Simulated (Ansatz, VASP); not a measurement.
## ZnCu: VASP beside Ansatz

File POSCAR:

```
ZnCu
1.0
    2.9450000000      0.0000000000      0.0000000000
    0.0000000000      2.9450000000      0.0000000000
    0.0000000000      0.0000000000      2.9450000000
Zn Cu
1 1
Direct
    0.5000000000      0.5000000000      0.5000000000
    0.0000000000      0.0000000000      0.0000000000
```

File INCAR.step1:

```
SYSTEM = ZnCu
PREC = Accurate ; ENCUT = 600
ISMEAR = -1 ; SIGMA = 0.05
LREAL = .FALSE. ; LASPH = .TRUE.
NELM = 60 ; GGA = PE
ALGO = Normal ; EDIFF = 1E-4
LWAVE = .TRUE. ; LCHARG = .FALSE.
```

Contents of INCAR.step2:

```
SYSTEM = ZnCu
PREC = Accurate ; ENCUT = 600
EDIFF = 1E-6 ; ISMEAR = -1
SIGMA = 0.05 ; LREAL = .FALSE.
LASPH = .TRUE. ; NELM = 60
ALGO = Normal ; ISIF = 3
LWAVE = .FALSE. ; LCHARG = .FALSE.
METAGGA = R2SCAN ; LMIXTAU = .TRUE.
IBRION = 2 ; NSW = 60
EDIFFG = -0.01 ; ISTART = 1
```

The input KPOINTS:

```
Automatic mesh
0
G
  9 9 9
  0 0 0
```

input.yaml

```yaml
crystal:
  lattice:
    - [2.945, 0.0, 0.0]
    - [0.0, 2.945, 0.0]
    - [0.0, 0.0, 2.945]
  atoms:
    - { symbol: Zn, position: [0.5, 0.5, 0.5] }
    - { symbol: Cu, position: [0.0, 0.0, 0.0] }
hamiltonian:
  xc: r2scan
  pseudopotentials: { kind: paw }
kpoints:
  mp_grid: { grid: [9, 9, 9] }
scf:
  occupations: { method: fermi_dirac, width: 0.05 }
output:
  forces: true
  stress: true
  eigenvalues: true
relax:
  f_tol: 0.01
  max_steps: 40
  cell: { stress_tol: 0.05 }
```

Alike in both runs: task relaxation of cell and atoms; functional r2SCAN; k mesh 9 × 9 × 9; occupations fermi-dirac, width 0.05 eV; no spin polarisation.

```csv
,VASP,Ansatz
version,VASP 6.6.1,Ansatz 0.2.0
potentials or method,"VASP PAW PBE potentials, release 64 (Zn, Cu)",Ansatz PAW
plane-wave cutoff (eV),600,500
valence electrons in the cell,23,31
```

Ansatz gave:

- gap on the k mesh at the Fermi level, each at its own relaxed structure (eV): none
- relaxed volume (Å³/atom): 12.46
- relaxed cell length with the largest relative difference (Å): 2.921

**Question.** Estimate VASP's values.

**Answer.** gap on the k mesh at the Fermi level, each at its own relaxed structure (eV): none; relaxed volume (Å³/atom): 12.51; relaxed cell length with the largest relative difference (Å): 2.925.

VASP's potentials were made for PBE, not for r2SCAN. A gap of «none» marks a metal or a gap that the smearing closes. VASP's potentials hold 23 valence electrons a cell and Ansatz's 31, so a difference there can come from the potentials and not from the codes.

Noted on Ansatz's run: the plane-wave basis is chosen anew once the cell has moved, so the energies of steps on either side of that aren't comparable.
